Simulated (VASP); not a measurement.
# SnO (P4/nmm) in VASP: notebook

Aim: see how the results for SnO move with the level of theory and the settings. Levels: SVWN5, BLYP. Tasks: single point.

Program: VASP 6.6.1. These are calculated values, not measurements. Logs are shortened: lines on timing, memory, paths and dates and some standing lists are left out, and cuts for length are marked.

### 1 The cell of the first run

The structure is tetragonal, space group P4/nmm (No. 129). Conventional cell: a = 3.736 Å, b = 3.736 Å, c = 4.787 Å, α = 90.00°, β = 90.00°, γ = 90.00°. Sn (site symmetry 4mm) has 4 O at 2.18 Å within 2.9 Å. Within 2.9 Å of O (site symmetry -4m2) lie 4 Sn at 2.18 Å and 4 O at 2.64 Å.

### 2 Single point, SVWN5

INCAR

```
ALGO = Normal
EDIFF = 1E-6
ENCUT = 520
GGA = VW
ISIF = 2
ISMEAR = -1
LASPH = True
LCHARG = False
LREAL = False
LWAVE = False
NBANDS = 28
NELM = 60
PREC = Accurate
SIGMA = 0.05
```

KPOINTS

```
k-points
0
Gamma
  7 7 6
```

POSCAR

```
SnO
1.0
    3.7358428604      0.0000000000      0.0000000000
    0.0000000000      3.7358428604      0.0000000000
    0.0000000000      0.0000000000      4.7871523832
Sn O
2 2
Direct
    0.5000000000      0.0000000000      0.7646261400
    0.0000000000      0.5000000000      0.2353738600
    0.0000000000      0.0000000000      0.0000000000
    0.5000000000      0.5000000000      0.0000000000
```

Potentials or basis: VASP PAW PBE potentials, release 64 (Sn_d, O).

Launch:

```sh
> cat potpaw_PBE.64/Sn_d/POTCAR potpaw_PBE.64/O/POTCAR > POTCAR
> mpirun -np 1 vasp_std > vasp.out
```

OUTCAR:

```text
EDIFF = 1E-6
   ENCUT = 520
   GGA = VW
   ISIF = 2
   ISMEAR = -1
   LASPH = True
   LREAL = False
   NELM = 60
   PREC = Accurate

 ion  position               nearest neighbor table
   1  0.500  0.000  0.765-   3 2.18   4 2.18   4 2.18   3 2.18   2 3.47   2 3.47   2 3.47   2 3.47
                             2 3.66   2 3.66   2 3.66   2 3.66
   2  0.000  0.500  0.235-   3 2.18   4 2.18   3 2.18   4 2.18   1 3.47   1 3.47   1 3.47   1 3.47
                             1 3.66   1 3.66   1 3.66   1 3.66
   3  0.000  0.000  0.000-   1 2.18   2 2.18   2 2.18   1 2.18
   4  0.500  0.500  0.000-   1 2.18   2 2.18   1 2.18   2 2.18

  LATTYP: Found a simple tetragonal cell.
 ALAT       =     3.7358428604
 C/A-ratio  =     1.2814116016

  Lattice vectors:

 A1 = (   3.7358428604,   0.0000000000,   0.0000000000)
 A2 = (   0.0000000000,   3.7358428604,   0.0000000000)
 A3 = (   0.0000000000,   0.0000000000,   4.7871523832)

Analysis of symmetry for initial positions (statically):
=====================================================================
 Subroutine PRICEL returns:
 Original cell was already a primitive cell.

 Routine SETGRP: Setting up the symmetry group for a
 simple tetragonal supercell.

 Subroutine GETGRP returns: Found 16 space group operations
 (whereof  8 operations were pure point group operations)
 out of a pool of 16 trial point group operations.

The static configuration has the point symmetry D_2d.
 The point group associated with its full space group is D_4h.

Analysis of symmetry for dynamics (positions and initial velocities):
=====================================================================
 Subroutine PRICEL returns:
 Original cell was already a primitive cell.

 Routine SETGRP: Setting up the symmetry group for a
 simple tetragonal supercell.

 Subroutine GETGRP returns: Found 16 space group operations
 (whereof  8 operations were pure point group operations)
 out of a pool of 16 trial point group operations.

The dynamic configuration has the point symmetry D_2d.
 The point group associated with its full space group is D_4h.

 Subroutine INISYM returns: Found 16 space group operations
 (whereof  8 operations are pure point group operations),
 and found     1 'primitive' translations

----------------------------------------------------------------------------------------

                                     Primitive cell

  volume of cell :      66.8120

  direct lattice vectors                    reciprocal lattice vectors
     3.735842860  0.000000000  0.000000000     0.267677212  0.000000000  0.000000000
     0.000000000  3.735842860  0.000000000     0.000000000  0.267677212  0.000000000
     0.000000000  0.000000000  4.787152383     0.000000000  0.000000000  0.208892452

  length of vectors
     3.735842860  3.735842860  4.787152383     0.267677212  0.267677212  0.208892452

  position of ions in fractional coordinates (direct lattice)
     0.500000000  0.000000000  0.764626140
     0.000000000  0.500000000  0.235373860
     0.000000000  0.000000000  0.000000000
     0.500000000  0.500000000  0.000000000

  ion indices of the primitive-cell ions
   primitive index   ion index
                 1           1
                 2           2
                 3           3
                 4           4

----------------------------------------------------------------------------------------

 KPOINTS: k-points

Automatic generation of k-mesh.
 Grid dimensions read from file:
 generate k-points for:    7    7    6

 Generating k-lattice:

  Cartesian coordinates                     Fractional coordinates (reciprocal lattice)
     0.038239602  0.000000000  0.000000000     0.142857143  0.000000000  0.000000000
     0.000000000  0.038239602  0.000000000     0.000000000  0.142857143  0.000000000
     0.000000000  0.000000000  0.034815409     0.000000000  0.000000000  0.166666667

  Length of vectors
     0.038239602  0.038239602  0.034815409

  Shift w.r.t. Gamma in fractional coordinates (k-lattice)
     0.000000000  0.000000000  0.000000000

 Subroutine IBZKPT returns following result:
 ===========================================

 Found     40 irreducible k-points:

 Following reciprocal coordinates:
            Coordinates               Weight
  0.000000  0.000000  0.000000      1.000000
  0.142857  0.000000  0.000000      4.000000
  0.285714  0.000000  0.000000      4.000000
  0.428571  0.000000  0.000000      4.000000
  0.142857  0.142857  0.000000      4.000000
  0.285714  0.142857  0.000000      8.000000
[... 16 lines left out ...]
  0.285714  0.000000  0.333333      8.000000
  0.428571  0.000000  0.333333      8.000000
 [... further k-points ...]
   k-points           NKPTS =     40   k-points in BZ     NKDIM =     40   number of bands    NBANDS=     28
   number of dos      NEDOS =    301   number of ions     NIONS =      4
   total plane-waves  NPLWV =  28224
   dimension x,y,z NGX =    28 NGY =   28 NGZ =   36
   dimension x,y,z NGXF=    56 NGYF=   56 NGZF=   72
   ions per type =               2   2
   NGX,Y,Z   is equivalent  to a cutoff of  12.46, 12.46, 12.50 a.u.
   NGXF,Y,Z  is equivalent  to a cutoff of  24.92, 24.92, 25.00 a.u.
 SYSTEM =  unknown system
   PREC   = accura    normal or accurate (medium, high low for compatibility)
   ISTART =      0    job   : 0-new  1-cont  2-samecut
   ICHARG =      2    charge: 1-file 2-atom 10-const
   ISPIN  =      1    spin polarized calculation?
   LNONCOLLINEAR =      F non collinear calculations
   LSORBIT =      F    spin-orbit coupling
   LASPH  =      T    aspherical Exc in radial PAW
   ENCUT  =  520.0 eV  38.22 Ry    6.18 a.u.   6.95  6.95  8.90*2*pi/ulx,y,z
   NELM   =     60;   NELMIN=  2; NELMDL= -5     # of ELM steps
   EDIFF  = 0.1E-05   stopping-criterion for ELM
   LREAL  =      F    real-space projection
   EDIFFG = 0.1E-04   stopping-criterion for IOM
   NSW    =      0    number of steps for IOM
   IBRION =     -1    ionic relax: 0-MD 1-quasi-New 2-CG
   NFREE  =      0    steps in history (QN), initial steepest desc. (CG)
   ISIF   =      2    stress and relaxation
   ISYM   =      2    0-nonsym 1-usesym 2-fastsym
   POTIM  = 0.5000    time-step for ionic-motion
   TEBEG  =    0.0;   TEEND  =   0.0 temperature during run
   PSTRESS=    0.0 pullay stress
   NELECT =      40.0000    total number of electrons
   NUPDOWN=      -1.0000    fix difference up-down
   EMIN   =  10.00;   EMAX   =-10.00  energy-range for DOS
   EFERMI =   0.00;   METHOD = LEGACY
   ISMEAR =    -1;   SIGMA  =   0.05  broadening in eV -4-tet -1-fermi 0-gaus
   EFERMI_NEDOS =   21; number of points for ismear=-14 and -15
   IALGO  =     38    algorithm
   IMIX   =      4    mixing-type and parameters
     AMIX     =   0.40;   BMIX     =  1.00
     AMIX_MAG =   1.60;   BMIX_MAG =  1.00
  volume/ion in A,a.u.               =      16.70       112.72
  Fermi-wavevector in a.u.,A,eV,Ry     =   1.379781  2.607407 25.902694  1.903794
  Thomas-Fermi vector in A             =   2.504718
   LORBIT       =      0    0 simple, 1 ext, 2 COOP (PROOUT), +10 PAW based schemes
   GGA     = VW    functional components
   LHFCALC =     F    Hartree Fock is set to
   AEXX    =    0.0000 exact exchange contribution
   IVDW    =     0    specifies the selected vdW correction
   LEPSILON=     F    determine dielectric tensor
   LRPA    =     F    only Hartree local field effects (RPA)
 non-spin polarized calculation
  energy-cutoff  :      520.00
  volume of cell :       66.81
 maximum number of plane-waves:      1822
 NGX is ok and might be reduce to    28
   NGX = 13   NGY = 13   NGZ = 17

 number of electron      40.0000021 magnetization

 Free energy of the ion-electron system (eV)
  ---------------------------------------------------
  ext. energy  EPLUGINS =         0.00000000
  ---------------------------------------------------
  free energy    TOTEN  =       -25.69086513 eV

  energy without entropy =      -25.68997117  energy(sigma->0) =      -25.69041815

 E-fermi :   7.6230     XC(G=0): -10.8867

 val. band max:        7.4778715920   @ k =   0.0000   0.0000   0.0000
 cond. band min:       7.7418739249   @ k =   0.4286   0.4286   0.0000
 fundamental gap:      0.2640023329
 Fermi energy:         7.6230065100

 k-point     1 :       0.0000    0.0000    0.0000
  band No.  band energies     occupation
      1     -14.6106      2.00000
      2     -14.0475      2.00000
      3     -14.0475      2.00000
      4     -14.0391      2.00000
      5     -13.9751      2.00000
      6     -13.9675      2.00000
[... 20 lines left out ...]
     27      14.3422      0.00000
     28      14.6781      0.00000

 k-point     2 :       0.1429    0.0000    0.0000
  band No.  band energies     occupation
      1     -14.5999      2.00000
      2     -14.0778      2.00000
      3     -14.0416      2.00000
      4     -14.0415      2.00000
      5     -14.0137      2.00000
      6     -13.9712      2.00000
[... 20 lines left out ...]
     27      14.5812      0.00000
     28      16.2850      0.00000

 k-point     3 :       0.2857    0.0000    0.0000
  band No.  band energies     occupation
      1     -14.5703      2.00000
      2     -14.2723      2.00000
      3     -14.0256      2.00000
      4     -14.0246      2.00000
      5     -13.9955      2.00000
      6     -13.9803      2.00000
[... 20 lines left out ...]
     27      14.9852      0.00000
     28      18.5389      0.00000

 k-point     4 :       0.4286    0.0000    0.0000
  band No.  band energies     occupation
      1     -14.5175      2.00000
      2     -14.4236      2.00000
      3     -14.0068      2.00000
      4     -14.0033      2.00000
      5     -13.9917      2.00000
      6     -13.9896      2.00000
[... 578 lines left out ...]
     27      15.2530      0.00000
     28      16.4394      0.00000

 k-point    23 :       0.2857    0.0000    0.3333
  band No.  band energies     occupation
      1     -14.5682      2.00000
      2     -14.2978      2.00000
      3     -14.0322      2.00000
      4     -14.0056      2.00000
      5     -14.0004      2.00000
      6     -13.9938      2.00000
[... 20 lines left out ...]
     27      15.7512      0.00000
     28      17.9355      0.00000

 k-point    24 :       0.4286    0.0000    0.3333
  band No.  band energies     occupation
      1     -14.5264      2.00000
      2     -14.4424      2.00000
      3     -14.0313      2.00000
      4     -14.0182      2.00000
      5     -13.9931      2.00000
      6     -13.9874      2.00000
[... 20 lines left out ...]
     27      16.3402      0.00000
     28      17.1938      0.00000

 [... further k-points ...]

------------------------ aborting loop because EDIFF is reached ----------------------------------------

  FORCE on cell =-STRESS in cart. coord.  units (eV):
  Direction    XX          YY          ZZ          XY          YZ          ZX
  --------------------------------------------------------------------------------------
  -------------------------------------------------------------------------------------
  Total        1.5018573      1.5018573      1.0307225      0.0000000      0.0000000      0.0000000
  in kB       36.0151152     36.0151152     24.7171221      0.0000000      0.0000000      0.0000000
  external PRESSURE =      32.2491175 kB  Pullay stress =       0.0000000 kB

 VOLUME and BASIS-vectors are now :
 -----------------------------------------------------------------------------
  energy-cutoff  :      520.00
  volume of cell :       66.81
      direct lattice vectors                 reciprocal lattice vectors
     3.735842860  0.000000000  0.000000000     0.267677212  0.000000000  0.000000000
     0.000000000  3.735842860  0.000000000     0.000000000  0.267677212  0.000000000
     0.000000000  0.000000000  4.787152383     0.000000000  0.000000000  0.208892452

 POSITION                                       TOTAL-FORCE (eV/Angst)
 -----------------------------------------------------------------------------------
      1.86792      0.00000      3.66038        -0.000000      0.000000     -0.762576
      0.00000      1.86792      1.12677         0.000000      0.000000      0.762576
      0.00000      0.00000      0.00000         0.000000      0.000000      0.000000
      1.86792      1.86792      0.00000         0.000000     -0.000000      0.000000
 -----------------------------------------------------------------------------------
    total drift:                                0.000000      0.000000      0.000000

  FREE ENERGIE OF THE ION-ELECTRON SYSTEM (eV)
  ---------------------------------------------------
  free  energy   TOTEN  =       -25.6908651287 eV

  energy  without entropy=      -25.6899711651  energy(sigma->0) =      -25.69041815
```

It took 93 s on 1 thread of Intel Xeon 8259CL, shared host; peak memory 0.19 GiB.

Results:

```
Free energy            : -25.6909 eV
Pressure               : 3.2 GPa
Largest force          : 0.763 eV/Å
Band gap on the k mesh : 0.26 eV (least direct gap 1.96 eV)
```

Forces in eV/Å, atoms in the order of the input:
```
Sn   0.000  0.000 -0.763
Sn   0.000  0.000  0.763
O    0.000  0.000  0.000
O    0.000  0.000  0.000
```

Stress tensor (GPa, compression positive):
```
3.60 0.00 0.00
0.00 3.60 0.00
0.00 0.00 2.47
```

Levels at points of the mesh, in eV from the valence-band top:
| k point | band 16 | band 17 | band 18 | band 19 | band 20 | band 21 | band 22 | band 23 | band 24 | band 25 |
| --- | --- | --- | --- | --- | --- | --- | --- | --- | --- | --- |
| (0.00, 0.00, 0.00) | -6.84 | -3.82 | -3.53 | -3.53 | 0.00 | 2.16 | 4.10 | 4.83 | 4.83 | 5.65 |
| (0.00, 0.00, 0.50) | -3.88 | -3.55 | -3.55 | -3.03 | -2.43 | 1.45 | 2.93 | 2.93 | 3.75 | 7.81 |

Caveat: the cell stands under pressure; the PAW data sets were made with another functional, which shifts forces and pressure a little; spin-orbit coupling is left out, which moves the levels of the heavy elements; an odd mesh through Γ misses points on the zone boundary, where band edges can lie.

### 3 Single point, BLYP

This run uses another cell than the first one, of 17.06 Å³/atom.

INCAR

```
PREC = Accurate
ENCUT = 520
EDIFF = 1E-7
ISMEAR = -1
SIGMA = 0.05
LREAL = F
LASPH = T
NELM = 60
ALGO = Normal
ISIF = 2
LWAVE = F
LCHARG = F
GGA = B5
ALDAX = 1.0
AGGAX = 1.0
AGGAC = 1.0
ALDAC = 0.0
NBANDS = 28
```

KPOINTS

```
Automatic mesh
0
Gamma
  7 7 6
```

POSCAR

```
SnO
1.0
    3.7621524798      0.0000000000      0.0000000000
    0.0000000000      3.7621524798      0.0000000000
    0.0000000000      0.0000000000      4.8208658347
Sn O
2 2
Direct
    0.5000000000      0.0000000000      0.7646261400
    0.0000000000      0.5000000000      0.2353738600
    0.0000000000      0.0000000000      0.0000000000
    0.5000000000      0.5000000000      0.0000000000
```

Potentials or basis: VASP PAW PBE potentials, release 64 (Sn_d, O).

Launch:

```sh
> cat potpaw_PBE.64/Sn_d/POTCAR potpaw_PBE.64/O/POTCAR > POTCAR
> mpirun -np 1 vasp_std > vasp.out
```

Wall time 1.9 min (1 thread of Intel Xeon 8259CL, shared host); peak memory 0.21 GiB.

The run converged. Its results:

- Free energy: -20.7368 eV
- Pressure: 13.3 GPa
- Largest force: 1.274 eV/Å
- Band gap on the k mesh: 0.43 eV (least direct gap 2.22 eV)

Forces on the atoms (eV/Å):
```
Sn   0.000  0.000 -1.274
Sn   0.000  0.000  1.274
O    0.000  0.000  0.000
O    0.000  0.000  0.000
```

Stress tensor (GPa, compression positive):
```
14.28  0.00  0.00
 0.00 14.28  0.00
 0.00  0.00 11.48
```

Levels at points of the mesh, in eV from the valence-band top:
| k point | band 18 | band 19 | band 20 | band 21 | band 22 | band 23 |
| --- | --- | --- | --- | --- | --- | --- |
| (0.00, 0.00, 0.00) | -3.42 | -3.42 | 0.00 | 2.26 | 4.33 | 4.80 |
| (0.00, 0.00, 0.50) | -3.44 | -3.10 | -2.38 | 1.76 | 3.03 | 3.03 |

Caveat: the cell stands under pressure; the PAW data sets were made with another functional, which shifts forces and pressure a little; spin-orbit coupling is left out, which moves the levels of the heavy elements; an odd mesh through Γ misses points on the zone boundary, where band edges can lie.
